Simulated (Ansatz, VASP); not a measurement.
# P: VASP beside Ansatz

Contents of INCAR:

```
PREC     = Accurate       # precision mode
ENCUT    = 520            # plane-wave cutoff, eV
EDIFF    = 1E-7           # SCF threshold, eV
ISMEAR   = 0              # smearing method
SIGMA    = 0.15           # smearing width, eV
LREAL    = False          # projectors in reciprocal space
LASPH    = True           # aspherical terms in the spheres
NELM     = 100            # most SCF steps
ALGO     = Normal         # electronic algorithm
ISIF     = 2              # what is computed and relaxed
LWAVE    = False          # write WAVECAR
LCHARG   = False          # write CHGCAR
GGA      = PS             # functional
IVDW     = 12             # dispersion correction
NBANDS   = 12             # bands
```

KPOINTS

```
regular mesh
0
Gamma
  18 18 18
```

Contents of POSCAR:

```
P
1.0
   -1.6915100431      2.5151650373      1.8682388565
    1.6915100431     -2.5151650373      1.8682388565
    1.6915100431      2.5151650373     -1.8682388565
P
2
Direct
    0.8033091100      0.0533091100      0.7500000000
    0.1966908900      0.9466908900      0.2500000000
```

Input for Ansatz:

```yaml
crystal:
  lattice:
    - [-1.6915100431, 2.5151650373, 1.8682388565]
    - [1.6915100431, -2.5151650373, 1.8682388565]
    - [1.6915100431, 2.5151650373, -1.8682388565]
  atoms:
    - { symbol: P, position: [0.80330911, 0.05330911, 0.75] }
    - { symbol: P, position: [0.19669089, 0.94669089, 0.25] }
basis:
  ecutwfc: 420
kpoints:
  mp_grid: { grid: [18, 18, 18] }
hamiltonian:
  xc: pbesol
  dispersion: d3bj
scf:
  occupations: { method: gaussian, width: 0.15 }
output:
  forces: true
  stress: true
  eigenvalues: true
```

Change from the starting cell: strain +0.0050 x Voigt [0, 0, 1, 0, 0, 0], atoms carried along.

Alike in both runs: task single point; functional PBEsol; dispersion D3(BJ); k mesh 18 × 18 × 18; occupations gaussian, width 0.15 eV; no spin polarisation.

|  | VASP | Ansatz |
| --- | --- | --- |
| version | VASP 6.6.1 | Ansatz 0.2.0 |
| potentials or method | VASP PAW PBE potentials, release 64 (P), cutoff 520 eV | scalar-relativistic, plane waves, PAW |
| valence electrons in the cell | 10 | 10 |

```csv
,VASP,Ansatz,Ansatz less VASP
gap on the k mesh at the Fermi level (eV),none,none,-
pressure (GPa),-4.8,-4.9,-0.03
"traceless stress, the component that is largest in VASP (GPa)",0.79,0.90,+0.115
rms of the force components (eV/Å),0.180,0.201,+0.0209
```

VASP's potentials were made for PBE, not for PBEsol. Atom by atom the forces differ by 0.021 eV/Å (rms over components). A gap of «none» marks a metal or a gap that the smearing closes.
